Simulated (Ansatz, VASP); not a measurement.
## HfN in VASP and in Ansatz

```xyz
4
Lattice="3.1443 0.0000 0.0000 -1.5722 2.7230 0.0000 0.0000 0.0000 5.4252" Properties=species:S:1:pos:R:3 pbc="T T T"
Hf    1.5722    0.9077    4.0689
Hf    0.0000    1.8154    1.3563
N     0.0000    0.0000    0.0000
N     0.0000    0.0000    2.7126
```

Alike in both runs: task single point; functional r2SCAN; k mesh 18 × 18 × 10; occupations gaussian, width 0.15 eV; no spin polarisation.

|  | VASP | Ansatz |
| --- | --- | --- |
| version | VASP 6.6.1 | Ansatz 0.2.0 |
| potentials or method | VASP PAW PBE potentials, release 64 (Hf_pv, N), cutoff 520 eV | scalar-relativistic, plane waves, PAW |
| valence electrons in the cell | 30 | 62 |

Ansatz gave:

| Quantity | Value |
| --- | --- |
| gap on the k mesh at the Fermi level (eV) | none |
| pressure (GPa) | 0.0 |
| traceless stress, the component that is largest in VASP (GPa) | 0.12 |

**Question.** What did VASP give for the same quantities?

**Answer.** gap on the k mesh at the Fermi level (eV): none; pressure (GPa): -2.6; traceless stress, the component that is largest in VASP (GPa): 0.18.

VASP's potentials were made for PBE, not for r2SCAN. A gap of «none» marks a metal or a gap that the smearing closes. The functional is the same, so the differences come from potentials, cutoffs and numerics. VASP's potentials hold 30 valence electrons a cell and Ansatz's 62, so a difference there can come from the potentials and not from the codes.

Neither program's run includes spin-orbit coupling.
